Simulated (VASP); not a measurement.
# Nb2C3 (P4/mmm) in VASP: relaxation of cell and atoms with PBE

Aim: the relaxation of cell and atoms of Nb2C3 with PBE.

Everything below comes from runs of VASP 6.6.1. Logs are shortened: lines on timing, memory, paths and dates and some standing lists are left out, and cuts for length are marked.

## Step 1: The cell of the first run

It takes space group P4/mmm (No. 123, tetragonal). Conventional cell: a = 3.317 Å, b = 3.317 Å, c = 6.832 Å, α = 90.00°, β = 90.00°, γ = 90.00°. Nb (site symmetry 4mm) has 5 C at 2.00 to 2.18 Å within 2.7 Å. Within 2.7 Å of C (site symmetry 4/mmm) lie 2 Nb at 2.00 Å. C (site symmetry mmm) has 4 Nb at 2.18 Å and 4 C at 2.35 Å within 2.9 Å.

The cell was built from a structure type or drawn by symmetry, and may not be a known phase.

## Step 2: Relaxation of cell and atoms, PBE

The input, INCAR:

```
PREC = Accurate ; ENCUT = 600
EDIFF = 1E-7 ; ISMEAR = 0
SIGMA = 0.1 ; LREAL = F
LASPH = T ; NELM = 80
ALGO = Normal ; ISIF = 3
LWAVE = F ; LCHARG = F
GGA = PE ; IBRION = 2
NSW = 100 ; EDIFFG = -0.01
```

The input, KPOINTS:

```
regular mesh
0
Gamma
  12 12 6
```

The input, POSCAR:

```
Nb2C3
1.0
    3.3174385789      0.0000000000      0.0000000000
    0.0000000000      3.3174385789      0.0000000000
    0.0000000000      0.0000000000      6.8320680131
Nb C
2 3
Direct
    0.5000000000      0.5000000000      0.7929588344
    0.5000000000      0.5000000000      0.2070411656
    0.5000000000      0.5000000000      0.5000000000
    0.0000000000      0.5000000000      0.0000000000
    0.5000000000      0.0000000000      0.0000000000
```

Potentials or basis: VASP PAW PBE potentials, release 64 (Nb_sv, C).

On the command line:

```bash
$ cat potpaw_PBE.64/Nb_sv/POTCAR potpaw_PBE.64/C/POTCAR > POTCAR
$ mpirun -np 1 vasp_std > vasp.out
```

OUTCAR:

```text
PREC = Accurate
   ENCUT = 600
   EDIFF = 1E-7
   ISMEAR = 0
   LREAL = F
   LASPH = T
   NELM = 80
   ISIF = 3
   GGA = PE
   IBRION = 2
   NSW = 100
   EDIFFG = -0.01

 ion  position               nearest neighbor table
   1  0.500  0.500  0.793-   3 2.00   4 2.18   5 2.18   5 2.18   4 2.18   2 2.83
   2  0.500  0.500  0.207-   3 2.00   4 2.18   5 2.18   5 2.18   4 2.18   1 2.83
   3  0.500  0.500  0.500-   1 2.00   2 2.00
   4  0.000  0.500  0.000-   1 2.18   2 2.18   1 2.18   2 2.18
   5  0.500  0.000  0.000-   1 2.18   2 2.18   1 2.18   2 2.18

  LATTYP: Found a simple tetragonal cell.
 ALAT       =     3.3174385789
 C/A-ratio  =     2.0594406952

  Lattice vectors:

 A1 = (   3.3174385789,   0.0000000000,   0.0000000000)
 A2 = (   0.0000000000,   3.3174385789,   0.0000000000)
 A3 = (   0.0000000000,   0.0000000000,   6.8320680131)

Analysis of symmetry for initial positions (statically):
=====================================================================
 Subroutine PRICEL returns:
 Original cell was already a primitive cell.

 Routine SETGRP: Setting up the symmetry group for a
 simple tetragonal supercell.

 Subroutine GETGRP returns: Found 16 space group operations
 (whereof 16 operations were pure point group operations)
 out of a pool of 16 trial point group operations.

The static configuration has the point symmetry D_4h.

Analysis of symmetry for dynamics (positions and initial velocities):
=====================================================================
 Subroutine PRICEL returns:
 Original cell was already a primitive cell.

 Routine SETGRP: Setting up the symmetry group for a
 simple tetragonal supercell.

 Subroutine GETGRP returns: Found 16 space group operations
 (whereof 16 operations were pure point group operations)
 out of a pool of 16 trial point group operations.

The dynamic configuration has the point symmetry D_4h.

 Subroutine INISYM returns: Found 16 space group operations
 (whereof 16 operations are pure point group operations),
 and found     1 'primitive' translations

----------------------------------------------------------------------------------------

                                     Primitive cell

  volume of cell :      75.1896

  direct lattice vectors                    reciprocal lattice vectors
     3.317438579  0.000000000  0.000000000     0.301437382  0.000000000  0.000000000
     0.000000000  3.317438579  0.000000000     0.000000000  0.301437382  0.000000000
     0.000000000  0.000000000  6.832068013     0.000000000  0.000000000  0.146368566

  length of vectors
     3.317438579  3.317438579  6.832068013     0.301437382  0.301437382  0.146368566

  position of ions in fractional coordinates (direct lattice)
     0.500000000  0.500000000  0.792958834
     0.500000000  0.500000000  0.207041166
     0.500000000  0.500000000  0.500000000
     0.000000000  0.500000000  0.000000000
     0.500000000  0.000000000  0.000000000

  ion indices of the primitive-cell ions
   primitive index   ion index
                 1           1
                 2           2
                 3           3
                 4           4
                 5           5

----------------------------------------------------------------------------------------

 KPOINTS: regular mesh

Automatic generation of k-mesh.
 Grid dimensions read from file:
 generate k-points for:   12   12    6

 Generating k-lattice:

  Cartesian coordinates                     Fractional coordinates (reciprocal lattice)
     0.025119782  0.000000000  0.000000000     0.083333333  0.000000000  0.000000000
     0.000000000  0.025119782  0.000000000     0.000000000  0.083333333  0.000000000
     0.000000000  0.000000000  0.024394761     0.000000000  0.000000000  0.166666667

  Length of vectors
     0.025119782  0.025119782  0.024394761

  Shift w.r.t. Gamma in fractional coordinates (k-lattice)
     0.000000000  0.000000000  0.000000000

 Subroutine IBZKPT returns following result:
 ===========================================

 Found    112 irreducible k-points:

 Following reciprocal coordinates:
            Coordinates               Weight
  0.000000  0.000000  0.000000      1.000000
  0.083333  0.000000  0.000000      4.000000
  0.166667  0.000000  0.000000      4.000000
  0.250000  0.000000  0.000000      4.000000
  0.333333  0.000000  0.000000      4.000000
  0.416667  0.000000  0.000000      4.000000
[... 16 lines left out ...]
  0.333333  0.333333  0.000000      4.000000
  0.416667  0.333333  0.000000      8.000000
 [... further k-points ...]
   k-points           NKPTS =    112   k-points in BZ     NKDIM =    112   number of bands    NBANDS=     23
   number of dos      NEDOS =    301   number of ions     NIONS =      5
   total plane-waves  NPLWV =  43904
   dimension x,y,z NGX =    28 NGY =   28 NGZ =   56
   dimension x,y,z NGXF=    56 NGYF=   56 NGZF=  112
   ions per type =               2   3
   NGX,Y,Z   is equivalent  to a cutoff of  14.03, 14.03, 13.63 a.u.
   NGXF,Y,Z  is equivalent  to a cutoff of  28.06, 28.06, 27.25 a.u.
 SYSTEM =  unknown system
   PREC   = accura    normal or accurate (medium, high low for compatibility)
   ISTART =      0    job   : 0-new  1-cont  2-samecut
   ICHARG =      2    charge: 1-file 2-atom 10-const
   ISPIN  =      1    spin polarized calculation?
   LNONCOLLINEAR =      F non collinear calculations
   LSORBIT =      F    spin-orbit coupling
   LASPH  =      T    aspherical Exc in radial PAW
   ENCUT  =  600.0 eV  44.10 Ry    6.64 a.u.   6.63  6.63 13.65*2*pi/ulx,y,z
   NELM   =     80;   NELMIN=  2; NELMDL= -5     # of ELM steps
   EDIFF  = 0.1E-06   stopping-criterion for ELM
   LREAL  =      F    real-space projection
   EDIFFG = -.1E-01   stopping-criterion for IOM
   NSW    =    100    number of steps for IOM
   IBRION =      2    ionic relax: 0-MD 1-quasi-New 2-CG
   NFREE  =      1    steps in history (QN), initial steepest desc. (CG)
   ISIF   =      3    stress and relaxation
   ISYM   =      2    0-nonsym 1-usesym 2-fastsym
   POTIM  = 0.5000    time-step for ionic-motion
   TEBEG  =    0.0;   TEEND  =   0.0 temperature during run
   PSTRESS=    0.0 pullay stress
   NELECT =      38.0000    total number of electrons
   NUPDOWN=      -1.0000    fix difference up-down
   EMIN   =  10.00;   EMAX   =-10.00  energy-range for DOS
   EFERMI =   0.00;   METHOD = LEGACY
   ISMEAR =     0;   SIGMA  =   0.10  broadening in eV -4-tet -1-fermi 0-gaus
   EFERMI_NEDOS =   21; number of points for ismear=-14 and -15
   IALGO  =     38    algorithm
   IMIX   =      4    mixing-type and parameters
     AMIX     =   0.40;   BMIX     =  1.00
     AMIX_MAG =   1.60;   BMIX_MAG =  1.00
  volume/ion in A,a.u.               =      15.04       101.48
  Fermi-wavevector in a.u.,A,eV,Ry     =   1.304017  2.464236 23.136180  1.700461
  Thomas-Fermi vector in A             =   2.434981
   LORBIT       =      0    0 simple, 1 ext, 2 COOP (PROOUT), +10 PAW based schemes
   GGA     = PE    functional components
   LHFCALC =     F    Hartree Fock is set to
   AEXX    =    0.0000 exact exchange contribution
   IVDW    =     0    specifies the selected vdW correction
   LEPSILON=     F    determine dielectric tensor
   LRPA    =     F    only Hartree local field effects (RPA)
 conjugate gradient relaxation of ions
 non-spin polarized calculation
 Gauss-broadening in eV      SIGMA  =   0.10
  energy-cutoff  :      600.00
  volume of cell :       75.19
 maximum number of plane-waves:      2535
 NGX is ok and might be reduce to    28
   NGX = 13   NGY = 13   NGZ = 27

--------------------------------------- Ionic step        1  -------------------------------------------

 number of electron      38.0000002 magnetization

 Free energy of the ion-electron system (eV)
  ---------------------------------------------------
  ext. energy  EPLUGINS =         0.00000000
  ---------------------------------------------------
  free energy    TOTEN  =       -42.29427672 eV

  energy without entropy =      -42.27870722  energy(sigma->0) =      -42.28649197

------------------------ aborting loop because EDIFF is reached ----------------------------------------

  FORCE on cell =-STRESS in cart. coord.  units (eV):
  Direction    XX          YY          ZZ          XY          YZ          ZX
  --------------------------------------------------------------------------------------
  -------------------------------------------------------------------------------------
  Total       -0.2414461     -0.2414461      0.0786243      0.0000000      0.0000000      0.0000000
  in kB       -5.1448513     -5.1448513      1.6753640      0.0000000      0.0000000      0.0000000
  external PRESSURE =      -2.8714462 kB  Pullay stress =       0.0000000 kB
[... 98 lines left out ...]
  FREE ENERGIE OF THE ION-ELECTRON SYSTEM (eV)
  ---------------------------------------------------
  free  energy   TOTEN  =       -42.2958744762 eV

  energy  without entropy=      -42.2797335187  energy(sigma->0) =      -42.28780400

[... ionic steps 4 to 10 ...]

--------------------------------------- Ionic step       11  -------------------------------------------

 number of electron      38.0000002 magnetization

------------------------ aborting loop because EDIFF is reached ----------------------------------------

  FORCE on cell =-STRESS in cart. coord.  units (eV):
  Direction    XX          YY          ZZ          XY          YZ          ZX
  --------------------------------------------------------------------------------------
  -------------------------------------------------------------------------------------
  Total       -0.0320877     -0.0320877      0.0194153      0.0000000      0.0000000      0.0000000
  in kB       -0.6986976     -0.6986976      0.4227613      0.0000000      0.0000000      0.0000000
  external PRESSURE =      -0.3248780 kB  Pullay stress =       0.0000000 kB
[... 63 lines left out ...]
  energy  without entropy=      -42.2812264934  energy(sigma->0) =      -42.29024913

--------------------------------------- Ionic step       13  -------------------------------------------

 number of electron      38.0000002 magnetization

 Free energy of the ion-electron system (eV)
  ---------------------------------------------------
  ext. energy  EPLUGINS =         0.00000000
  ---------------------------------------------------
  free energy    TOTEN  =       -42.29935580 eV

  energy without entropy =      -42.28121055  energy(sigma->0) =      -42.29028317

 E-fermi :   6.6610     XC(G=0): -10.7987

 val. band max:        6.6603092423   @ k =   0.3333   0.2500   0.3333
 cond. band min:       6.6638172507   @ k =   0.4167   0.1667   0.1667
 fundamental gap:      0.0035080085
 Fermi energy:         6.6609976151

 k-point     1 :       0.0000    0.0000    0.0000
  band No.  band energies     occupation
      1     -48.3173      2.00000
      2     -48.2611      2.00000
      3     -24.7483      2.00000
      4     -24.3620      2.00000
      5     -24.3620      2.00000
      6     -24.2798      2.00000
[... 613 lines left out ...]
     22       8.3411      0.00000
     23       8.4443      0.00000

 [... further k-points ...]
[... 5 lines left out ...]
  --------------------------------------------------------------------------------------
  -------------------------------------------------------------------------------------
  Total        0.0040622      0.0040622      0.0053801      0.0000000      0.0000000      0.0000000
  in kB        0.0885971      0.0885971      0.1173393      0.0000000      0.0000000      0.0000000
  external PRESSURE =       0.0981778 kB  Pullay stress =       0.0000000 kB
[... 20 lines left out ...]
  FREE ENERGIE OF THE ION-ELECTRON SYSTEM (eV)
  ---------------------------------------------------
  free  energy   TOTEN  =       -42.2993558006 eV

  energy  without entropy=      -42.2812105455  energy(sigma->0) =      -42.29028317

 reached required accuracy - stopping structural energy minimisation
```

Run time: 35 min. Hardware: 1 thread of Intel Xeon Platinum 8259CL at 2.50GHz (Skylake/Cascade Lake), shared host; peak memory 0.36 GiB.

What came out:

| Item | Value |
| --- | --- |
| Free energy | -42.2994 eV |
| Relaxed volume | 14.69 Å³/atom |
| Relaxed cell | a = 3.256 Å, b = 3.256 Å, c = 6.929 Å, α = 90.00°, β = 90.00°, γ = 90.00° |
| Space group after relaxing (to 0.1 Å) | P4/mmm (No. 123) |
| Energy gained by relaxing | 1.0 meV/atom |
| Ionic steps | 13 |
| Pressure after relaxing | 0.0 GPa |
| Largest force after relaxing | 0.004 eV/Å |
| Band gap on the k mesh | zero (bands 19 and 20 overlap by 1.07 eV) |

Forces in eV/Å, atoms in the order of the input:
```
Nb   0.000  0.000  0.004
Nb   0.000  0.000 -0.004
C    0.000  0.000  0.000
C    0.000  0.000  0.000
C    0.000  0.000  0.000
```

The path:
```
step  energy change (eV)  largest force (eV/Å)  pressure (GPa)  volume (Å³)
   1              0.0000                0.0110           -0.29        75.19
   2             -0.0010                0.0374            0.03        74.90
   3             -0.0016                0.0642            0.33        74.63
   4             -0.0017                0.1200            0.95        74.08
   5             -0.0018                0.0968            0.69        74.31
   6             -0.0021                0.0914            0.65        74.28
   7             -0.0029                0.0748            0.54        74.17
   8             -0.0040                0.0369            0.33        73.95
   9             -0.0049                0.0767           -0.09        73.52
  10             -0.0049                0.0513           -0.01        73.60
  11             -0.0049                0.0577           -0.03        73.58
  12             -0.0050                0.0426           -0.02        73.55
  13             -0.0051                0.0039            0.01        73.46
```

Final structure:
```yaml
crystal:
  lattice:
    - [3.25614, 0.00000, 0.00000]
    - [0.00000, 3.25614, 0.00000]
    - [0.00000, 0.00000, 6.92866]
  atoms:
    - { symbol: Nb, position: [0.50000, 0.50000, 0.79189] }
    - { symbol: Nb, position: [0.50000, 0.50000, 0.20811] }
    - { symbol: C, position: [0.50000, 0.50000, 0.50000] }
    - { symbol: C, position: [0.00000, 0.50000, 0.00000] }
    - { symbol: C, position: [0.50000, 0.00000, 0.00000] }
```
